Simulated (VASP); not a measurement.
# Ag (Fm-3m) in VASP: further runs

Ag is run at these levels: LDA; tasks: electric field gradients.

Program: VASP 6.6.1. These are calculated values, not measurements. Logs are shortened: lines on timing, memory, paths and dates and some standing lists are left out, and cuts for length are marked.

### Step 1. The cell of the first run

It takes space group Fm-3m (No. 225, cubic). The conventional cell has a = 4.003 Å, b = 4.003 Å, c = 4.003 Å, α = 90.00°, β = 90.00°, γ = 90.00°. Within 3.7 Å of Ag (site symmetry m-3m) lie 12 Ag at 2.83 Å.

### Step 2. Electric field gradients, LDA (volume scaled by 0.9405)

Input file INCAR:

```
SYSTEM = Ag
  PREC = Accurate
  ENCUT = 520
  EDIFF = 1E-8
  ISMEAR = -1
  SIGMA = 0.05
  LREAL = .FALSE.
  LASPH = .TRUE.
  NELM = 100
  ALGO = Normal
  ISIF = 2
  LWAVE = .FALSE.
  LCHARG = .FALSE.
  GGA = CA
  LEFG = .TRUE.
  NBANDS = 12
```

Input file KPOINTS:

```
Automatic mesh
0
G
  15 15 15
  0 0 0
```

Input file POSCAR:

```
Ag
1.0
    0.0000000000      2.0017471726      2.0017471726
    2.0017471726      0.0000000000      2.0017471726
    2.0017471726      2.0017471726      0.0000000000
Ag
1
Direct
    0.0000000000      0.0000000000      0.0000000000
```

Potentials or basis: VASP PAW LDA potentials, release 64 (Ag).

On the command line:

```console
$ cat potpaw_LDA.64/Ag/POTCAR > POTCAR
$ mpirun -np 1 vasp_std > vasp.out
```

OUTCAR:

```text
SYSTEM = Ag
   PREC = Accurate
   ENCUT = 520
   EDIFF = 1E-8
   ISMEAR = -1
   LREAL = .FALSE.
   LASPH = .TRUE.
   NELM = 100
   ISIF = 2
   GGA = CA

 ion  position               nearest neighbor table
   1  0.000  0.000  0.000-

  LATTYP: Found a face centered cubic cell.
 ALAT       =     4.0034943452

  Lattice vectors:

 A1 = (   0.0000000000,   2.0017471726,   2.0017471726)
 A2 = (   2.0017471726,   0.0000000000,   2.0017471726)
 A3 = (   2.0017471726,   2.0017471726,   0.0000000000)

Analysis of symmetry for initial positions (statically):
=====================================================================
 Subroutine PRICEL returns:
 Original cell was already a primitive cell.

 Routine SETGRP: Setting up the symmetry group for a
 face centered cubic supercell.

 Subroutine GETGRP returns: Found 48 space group operations
[... 9 lines left out ...]

 Routine SETGRP: Setting up the symmetry group for a
 face centered cubic supercell.

 Subroutine GETGRP returns: Found 48 space group operations
[... 11 lines left out ...]
                                     Primitive cell

  volume of cell :      16.0420

  direct lattice vectors                    reciprocal lattice vectors
     0.000000000  2.001747173  2.001747173    -0.249781794  0.249781794  0.249781794
     2.001747173  0.000000000  2.001747173     0.249781794 -0.249781794  0.249781794
     2.001747173  2.001747173  0.000000000     0.249781794  0.249781794 -0.249781794

  length of vectors
     2.830898000  2.830898000  2.830898000     0.432634758  0.432634758  0.432634758

  position of ions in fractional coordinates (direct lattice)
     0.000000000  0.000000000  0.000000000

  ion indices of the primitive-cell ions
   primitive index   ion index
                 1           1

----------------------------------------------------------------------------------------

 KPOINTS: Automatic mesh

Automatic generation of k-mesh.
 Grid dimensions read from file:
 generate k-points for:   15   15   15

 Generating k-lattice:

  Cartesian coordinates                     Fractional coordinates (reciprocal lattice)
    -0.016652120  0.016652120  0.016652120     0.066666667  0.000000000  0.000000000
     0.016652120 -0.016652120  0.016652120     0.000000000  0.066666667  0.000000000
     0.016652120  0.016652120 -0.016652120     0.000000000  0.000000000  0.066666667

  Length of vectors
     0.028842317  0.028842317  0.028842317

  Shift w.r.t. Gamma in fractional coordinates (k-lattice)
     0.000000000  0.000000000  0.000000000

 Subroutine IBZKPT returns following result:
 ===========================================

 Found    120 irreducible k-points:

 Following reciprocal coordinates:
            Coordinates               Weight
  0.000000  0.000000  0.000000      1.000000
  0.066667  0.000000  0.000000      8.000000
  0.133333  0.000000  0.000000      8.000000
  0.200000  0.000000  0.000000      8.000000
  0.266667  0.000000  0.000000      8.000000
  0.333333  0.000000  0.000000      8.000000
[... 16 lines left out ...]
  0.133333  0.133333  0.000000      6.000000
  0.200000  0.133333  0.000000     24.000000
 [... further k-points ...]
   k-points           NKPTS =    120   k-points in BZ     NKDIM =    120   number of bands    NBANDS=     12
   number of dos      NEDOS =    301   number of ions     NIONS =      1
   total plane-waves  NPLWV =  13824
   dimension x,y,z NGX =    24 NGY =   24 NGZ =   24
   dimension x,y,z NGXF=    48 NGYF=   48 NGZF=   48
   ions per type =               1
   NGX,Y,Z   is equivalent  to a cutoff of  14.09, 14.09, 14.09 a.u.
   NGXF,Y,Z  is equivalent  to a cutoff of  28.19, 28.19, 28.19 a.u.
 SYSTEM =  Ag
   PREC   = accura    normal or accurate (medium, high low for compatibility)
   ISTART =      0    job   : 0-new  1-cont  2-samecut
   ICHARG =      2    charge: 1-file 2-atom 10-const
   ISPIN  =      1    spin polarized calculation?
   LNONCOLLINEAR =      F non collinear calculations
   LSORBIT =      F    spin-orbit coupling
   LASPH  =      T    aspherical Exc in radial PAW
   ENCUT  =  520.0 eV  38.22 Ry    6.18 a.u.   5.26  5.26  5.26*2*pi/ulx,y,z
   NELM   =    100;   NELMIN=  2; NELMDL= -5     # of ELM steps
   EDIFF  = 0.1E-07   stopping-criterion for ELM
   LREAL  =      F    real-space projection
   EDIFFG = 0.1E-06   stopping-criterion for IOM
   NSW    =      0    number of steps for IOM
   IBRION =     -1    ionic relax: 0-MD 1-quasi-New 2-CG
   NFREE  =      0    steps in history (QN), initial steepest desc. (CG)
   ISIF   =      2    stress and relaxation
   ISYM   =      2    0-nonsym 1-usesym 2-fastsym
   POTIM  = 0.5000    time-step for ionic-motion
   TEBEG  =    0.0;   TEEND  =   0.0 temperature during run
   PSTRESS=    0.0 pullay stress
   NELECT =      11.0000    total number of electrons
   NUPDOWN=      -1.0000    fix difference up-down
   EMIN   =  10.00;   EMAX   =-10.00  energy-range for DOS
   EFERMI =   0.00;   METHOD = LEGACY
   ISMEAR =    -1;   SIGMA  =   0.05  broadening in eV -4-tet -1-fermi 0-gaus
   EFERMI_NEDOS =   21; number of points for ismear=-14 and -15
   IALGO  =     38    algorithm
   IMIX   =      4    mixing-type and parameters
     AMIX     =   0.40;   BMIX     =  1.00
     AMIX_MAG =   1.60;   BMIX_MAG =  1.00
  volume/ion in A,a.u.               =      16.04       108.26
  Fermi-wavevector in a.u.,A,eV,Ry     =   1.443621  2.728048 28.355105  2.084041
  Thomas-Fermi vector in A             =   2.562008
   LORBIT       =      0    0 simple, 1 ext, 2 COOP (PROOUT), +10 PAW based schemes
   GGA     = CA    functional components
   LHFCALC =     F    Hartree Fock is set to
   AEXX    =    0.0000 exact exchange contribution
   IVDW    =     0    specifies the selected vdW correction
   LEPSILON=     F    determine dielectric tensor
   LRPA    =     F    only Hartree local field effects (RPA)
 non-spin polarized calculation
  energy-cutoff  :      520.00
  volume of cell :       16.04
 maximum number of plane-waves:       445
 NGX is ok and might be reduce to    24
   NGX = 11   NGY = 11   NGZ = 11

 number of electron      11.0000002 magnetization

 Free energy of the ion-electron system (eV)
  ---------------------------------------------------
  ext. energy  EPLUGINS =         0.00000000
  ---------------------------------------------------
  free energy    TOTEN  =        -3.78092505 eV

  energy without entropy =       -3.77765055  energy(sigma->0) =       -3.77928780

 E-fermi :   9.2044     XC(G=0): -12.9463

 val. band max:        9.1976939340   @ k =  -0.4000   0.1333   0.0000
 cond. band min:       9.2151972173   @ k =  -0.2667   0.2667   0.0000
 fundamental gap:      0.0175032833
 Fermi energy:         9.2043818505

 k-point     1 :       0.0000    0.0000    0.0000
  band No.  band energies     occupation
      1       0.7464      2.00000
      2       4.0239      2.00000
      3       4.0239      2.00000
      4       4.0239      2.00000
      5       5.1972      2.00000
      6       5.1972      2.00000
      7      25.1694      0.00000
      8      29.0383      0.00000
      9      29.0383      0.00000
     10      29.0383      0.00000
     11      34.2145      0.00000
     12      35.6241      0.00000

 k-point     2 :       0.0667    0.0000    0.0000
  band No.  band energies     occupation
      1       0.8924      2.00000
      2       3.9871      2.00000
      3       4.0667      2.00000
      4       4.0667      2.00000
      5       5.1803      2.00000
      6       5.1803      2.00000
      7      25.2273      0.00000
      8      27.9247      0.00000
      9      29.1276      0.00000
     10      29.1276      0.00000
     11      34.2851      0.00000
     12      35.3834      0.00000

 k-point     3 :       0.1333    0.0000    0.0000
  band No.  band energies     occupation
      1       1.3055      2.00000
      2       3.9123      2.00000
      3       4.1696      2.00000
      4       4.1696      2.00000
      5       5.1554      2.00000
      6       5.1554      2.00000
      7      24.7617      0.00000
      8      26.3637      0.00000
      9      29.3423      0.00000
     10      29.3423      0.00000
     11      33.0895      0.00000
     12      34.6187      0.00000
[... 286 lines left out ...]
 k-point    23 :       0.1333    0.1333    0.0000
  band No.  band energies     occupation
      1       1.4948      2.00000
      2       3.7131      2.00000
      3       4.3199      2.00000
      4       4.3199      2.00000
      5       4.9102      2.00000
      6       5.3326      2.00000
      7      25.5684      0.00000
      8      27.1772      0.00000
      9      27.4253      0.00000
     10      27.4253      0.00000
     11      33.9498      0.00000
     12      34.9160      0.00000

 k-point    24 :       0.2000    0.1333    0.0000
  band No.  band energies     occupation
      1       1.9414      2.00000
      2       3.5778      2.00000
      3       4.4242      2.00000
      4       4.4622      2.00000
      5       4.9032      2.00000
      6       5.4103      2.00000
      7      24.6066      0.00000
      8      26.0601      0.00000
      9      26.6912      0.00000
     10      28.0872      0.00000
     11      32.1976      0.00000
     12      34.9781      0.00000

 [... further k-points ...]
[... 5 lines left out ...]
  --------------------------------------------------------------------------------------
  -------------------------------------------------------------------------------------
  Total       -0.0255170     -0.0255170     -0.0255170      0.0000000      0.0000000      0.0000000
  in kB       -2.5484856     -2.5484856     -2.5484856      0.0000000      0.0000000      0.0000000
  external PRESSURE =      -2.5484856 kB  Pullay stress =       0.0000000 kB

 VOLUME and BASIS-vectors are now :
 -----------------------------------------------------------------------------
  energy-cutoff  :      520.00
  volume of cell :       16.04
      direct lattice vectors                 reciprocal lattice vectors
     0.000000000  2.001747173  2.001747173    -0.249781794  0.249781794  0.249781794
     2.001747173  0.000000000  2.001747173     0.249781794 -0.249781794  0.249781794
     2.001747173  2.001747173  0.000000000     0.249781794  0.249781794 -0.249781794

 POSITION                                       TOTAL-FORCE (eV/Angst)
 -----------------------------------------------------------------------------------
      0.00000      0.00000      0.00000        -0.000000     -0.000000     -0.000000
 -----------------------------------------------------------------------------------
    total drift:                               -0.000000      0.000000      0.000000

  FREE ENERGIE OF THE ION-ELECTRON SYSTEM (eV)
  ---------------------------------------------------
  free  energy   TOTEN  =        -3.7809250519 eV

  energy  without entropy=       -3.7776505532  energy(sigma->0) =       -3.77928780

 Electric field gradients (V/A^2)
---------------------------------------------------------------------
 ion       V_xx      V_yy      V_zz      V_xy      V_xz      V_yz
---------------------------------------------------------------------
   1      -0.000     0.000    -0.000     0.000     0.000     0.000
---------------------------------------------------------------------

 Electric field gradients after diagonalization (V/A^2)
 (convention: |V_zz| > |V_xx| > |V_yy|)
----------------------------------------------------------------------
 ion       V_xx      V_yy      V_zz     asymmetry (V_yy - V_xx)/ V_zz
----------------------------------------------------------------------
   1      -0.000    -0.000     0.000       0.000
----------------------------------------------------------------------

           NMR quadrupolar parameters

 Cq : quadrupolar parameter    Cq=e*Q*V_zz/h
 eta: asymmetry parameters     (V_yy - V_xx)/ V_zz
 Q  : nuclear electric quadrupole moment in mb (millibarn)
----------------------------------------------------------------------
 ion       Cq(MHz)       eta       Q (mb)
----------------------------------------------------------------------
   1       0.000       0.000       1.000
----------------------------------------------------------------------
```

Wall time 26 s (1 thread of Intel Xeon 8259CL, shared host); peak memory 0.14 GiB.

Results:

```
Free energy : -3.7809 eV
Pressure    : -0.3 GPa
```

Caveat: without QUAD_EFG the Cq values of the log hold for a quadrupole moment of 1 mb, not for the nuclei.

### Step 3. Electric field gradients, LDA (volume scaled by 0.9405)

Input file INCAR:

```
PREC = Accurate
ENCUT = 520
EDIFF = 1E-8
ISMEAR = -1
SIGMA = 0.05
LREAL = False
LASPH = True
NELM = 60
ALGO = Normal
ISIF = 2
LWAVE = False
LCHARG = False
GGA = CA
LEFG = True
NBANDS = 12
```

Input file KPOINTS:

```
Automatic mesh
0
Gamma
  15 15 15
```

POSCAR is that of step 2.

Potentials or basis: VASP PAW LDA potentials, release 64 (Ag).

On the command line:

```console
$ cat potpaw_LDA.64/Ag/POTCAR > POTCAR
$ mpirun -np 1 vasp_std > vasp.out
```

OUTCAR:

```text
PREC = Accurate
   ENCUT = 520
   EDIFF = 1E-8
   ISMEAR = -1
   LREAL = False
   LASPH = True
   NELM = 60
   ISIF = 2
   GGA = CA

 ion  position               nearest neighbor table
   1  0.000  0.000  0.000-

  LATTYP: Found a face centered cubic cell.
 ALAT       =     4.0034943452

  Lattice vectors:

 A1 = (   0.0000000000,   2.0017471726,   2.0017471726)
 A2 = (   2.0017471726,   0.0000000000,   2.0017471726)
[... 566 lines left out ...]
    total drift:                               -0.000000      0.000000      0.000000

  FREE ENERGIE OF THE ION-ELECTRON SYSTEM (eV)
  ---------------------------------------------------
  free  energy   TOTEN  =        -3.7809250519 eV

  energy  without entropy=       -3.7776505532  energy(sigma->0) =       -3.77928780

 Electric field gradients (V/A^2)
---------------------------------------------------------------------
 ion       V_xx      V_yy      V_zz      V_xy      V_xz      V_yz
---------------------------------------------------------------------
   1      -0.000     0.000    -0.000     0.000     0.000     0.000
---------------------------------------------------------------------

 Electric field gradients after diagonalization (V/A^2)
 (convention: |V_zz| > |V_xx| > |V_yy|)
----------------------------------------------------------------------
 ion       V_xx      V_yy      V_zz     asymmetry (V_yy - V_xx)/ V_zz
----------------------------------------------------------------------
   1      -0.000    -0.000     0.000       0.000
----------------------------------------------------------------------

           NMR quadrupolar parameters

 Cq : quadrupolar parameter    Cq=e*Q*V_zz/h
 eta: asymmetry parameters     (V_yy - V_xx)/ V_zz
 Q  : nuclear electric quadrupole moment in mb (millibarn)
----------------------------------------------------------------------
 ion       Cq(MHz)       eta       Q (mb)
----------------------------------------------------------------------
   1       0.000       0.000       1.000
----------------------------------------------------------------------
```

Wall time 24 s (1 thread of Intel Xeon 8259CL, shared host); peak memory 0.14 GiB.

Results:

- Free energy: -3.7809 eV
- Pressure: -0.3 GPa

Caveat: without QUAD_EFG the Cq values of the log hold for a quadrupole moment of 1 mb, not for the nuclei.

(Part 1 of 2 ends here.)
